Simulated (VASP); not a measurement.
A run of VASP 6.6.1 is set up as follows.

File INCAR:

```
SYSTEM = Ir
PREC     = Accurate       ! precision mode
ENCUT    = 520            ! plane-wave cutoff, eV
EDIFF    = 1E-7           ! SCF threshold, eV
ISMEAR   = 0              ! smearing method
SIGMA    = 0.15           ! smearing width, eV
LREAL    = .FALSE.        ! projectors in reciprocal space
LASPH    = .TRUE.         ! aspherical terms in the spheres
NELM     = 100            ! most SCF steps
ALGO     = Fast           ! electronic algorithm
ISIF     = 2              ! what is computed and relaxed
LWAVE    = .FALSE.        ! write WAVECAR
LCHARG   = .FALSE.        ! write CHGCAR
GGA      = PE             ! functional
NBANDS   = 16             ! bands
```

Contents of KPOINTS:

```
Automatic mesh
0
G
  18 18 12
  0 0 0
```

File POSCAR:

```
Ir
1.0
    2.6413227788      0.0000000000      0.0000000000
   -1.3206613894      2.2874526260      0.0000000000
    0.0000000000      0.0000000000      4.2837984000
Ir
2
Direct
    0.6666666667      0.3333333333      0.7500000000
    0.3333333333      0.6666666667      0.2500000000
```

Potentials or basis: VASP PAW PBE potentials, release 64 (Ir).

The run is started by

```bash
$ cat potpaw_PBE.64/Ir/POTCAR > POTCAR
$ mpirun -np 1 vasp_std > vasp.out
```

Problem. Predict the band gap on the k mesh.

Solution. Zero (band 9 reaches 13.34 eV, above the bottom of band 10 at 9.45 eV).

Problem. Predict the pressure.

Solution. 56.2 GPa.

Stress tensor (GPa, compression positive):
```
55.74  0.00  0.00
 0.00 55.74  0.00
 0.00  0.00 56.97
```

Caveat: the cell differs from its parent crystal (strain -0.040 along x and y, -0.040 along z); spin-orbit coupling is left out, which moves the levels of the heavy elements.
